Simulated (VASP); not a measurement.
Set up this calculation in VASP 6.6.1, as the native input.

```yaml
Task: single point
Functional: PBE
Potentials_or_basis: VASP PAW PBE potentials, release 64 (H, Mo_sv)
Cutoff: 520 eV
k_mesh: 8 × 8 × 4
Occupations: gaussian, width 0.2 eV
Spin: collinear spin, ferromagnetic start
Starting_moments: "[0.0, 0.0, 0.0, 0.0, 0.0, 0.0, 0.63, 0.63] μB"
Dipole_correction: no
Further_INCAR_settings: ALGO = Normal; EDIFF = 1e-06; NBANDS = 31
```

The structure of MoH3 lies in POSCAR:

```
MoH3
1.0
   -2.9167082091      0.0000000000      0.0000000000
    0.0000000000      0.0000000000     -2.9167082091
    0.0000000000     -5.8334164183      0.0000000000
H Mo
6 2
Direct
    1.0000000000      1.0000000000      0.7500000000
    0.0000000000      1.0000000000      0.2500000000
    0.5000000000      1.0000000000      1.0000000000
    0.5000000000      1.0000000000      0.5000000000
    1.0000000000      0.5000000000      0.5000000000
    1.0000000000      0.5000000000      0.0000000000
    0.5000000000      0.5000000000      0.7500000000
    0.5000000000      0.5000000000      0.2500000000
```

The input as run:

INCAR

```
PREC     = Accurate       # precision mode
ENCUT    = 520            # plane-wave cutoff, eV
EDIFF    = 1E-6           # SCF threshold, eV
ISMEAR   = 0              # smearing method
SIGMA    = 0.2            # smearing width, eV
LREAL    = F              # projectors in reciprocal space
LASPH    = T              # aspherical terms in the spheres
NELM     = 150            # most SCF steps
ALGO     = Normal         # electronic algorithm
ISIF     = 2              # what is computed and relaxed
LWAVE    = F              # write WAVECAR
LCHARG   = F              # write CHGCAR
ISPIN    = 2              # spin polarisation
MAGMOM   = 0 0 0 0 0 0 0.63 0.63 # initial moments
LORBIT   = 11             # projections on sites
LMAXMIX  = 4              # l up to which the mixer works
GGA      = PE             # functional
NBANDS   = 31             # bands
```

KPOINTS

```
Automatic mesh
0
Gamma
  8 8 4
```

Potentials or basis: VASP PAW PBE potentials, release 64 (H, Mo_sv).

Launch:

```sh
$ cat potpaw_PBE.64/H/POTCAR potpaw_PBE.64/Mo_sv/POTCAR > POTCAR
$ mpirun -np 1 vasp_std > vasp.out
```

It gave:

- Pressure: -2.2 GPa
- Band gap on the k mesh: zero (filled and empty bands overlap)
- Net moment: 0.00 μB per cell
- Valence electrons inside the program's atomic spheres: H 0.53; Mo 12.45

Wall time 62 s on 1 thread of Intel(R) Xeon(R) Platinum 8559C (Emerald Rapids), with other jobs on the host, peak memory 0.25 GiB.
